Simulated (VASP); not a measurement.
Ga2Te4Pb:

```xyz
7
Lattice="0.0000 6.2002 0.0000 6.2002 0.0000 0.0000 3.1001 3.1001 -6.0089" Properties=species:S:1:pos:R:3 pbc="T T T"
Pb    0.0000    0.0000    0.0000
Ga    3.1001    6.2002   -3.0044
Ga    3.1001    3.1001    0.0000
Te    4.7742    4.7122   -4.3865
Te    1.6121    4.5261   -1.6224
Te    7.6262    7.6882   -4.3865
Te    4.5881    1.6741   -1.6224
```

* Program: VASP 6.6.1
* Task: relaxation of the atoms
* Functional: r2SCAN
* Potentials or basis: VASP PAW PBE potentials, release 64 (Pb_d, Ga_d, Te)
* Cutoff: 520 eV
* k mesh: 5 × 5 × 5
* Occupations: fermi-dirac, width 0.1 eV
* Spin: no spin polarisation

At the start: pressure 5.8 GPa; volume 33.00 Å³/atom.

Q: Where does the relaxation end?

A: Over 7 steps the energy falls by 109.4 meV/atom at a fixed cell; space group I-4 (No. 82, to 0.1 Å) before and after.

Step by step:
```tsv
step	energy change (eV)	largest force (eV/Å)	pressure (GPa)
1	0.0000	1.7634	5.75
2	-0.4709	1.0189	4.89
3	-0.7155	0.3472	4.14
4	-0.7177	0.3514	4.09
5	-0.7434	0.2393	3.72
6	-0.7651	0.0485	2.99
7	-0.7656	0.0098	2.98
```

Final structure:
```yaml
crystal:
  lattice:
    - [0.00000, 6.20020, 0.00000]
    - [6.20020, 0.00000, 0.00000]
    - [3.10010, 3.10010, -6.00889]
  atoms:
    - { symbol: Pb, position: [0.00000, 0.00000, 0.00000] }
    - { symbol: Ga, position: [0.75000, 0.25000, 0.50000] }
    - { symbol: Ga, position: [0.50000, 0.50000, 0.00000] }
    - { symbol: Te, position: [0.41656, 0.44444, 0.70369] }
    - { symbol: Te, position: [0.55556, 0.12025, 0.29631] }
    - { symbol: Te, position: [0.87975, 0.85187, 0.70369] }
    - { symbol: Te, position: [0.14813, 0.58344, 0.29631] }
```

Caveat: the PAW data sets were made with another functional, which shifts forces and pressure a little.
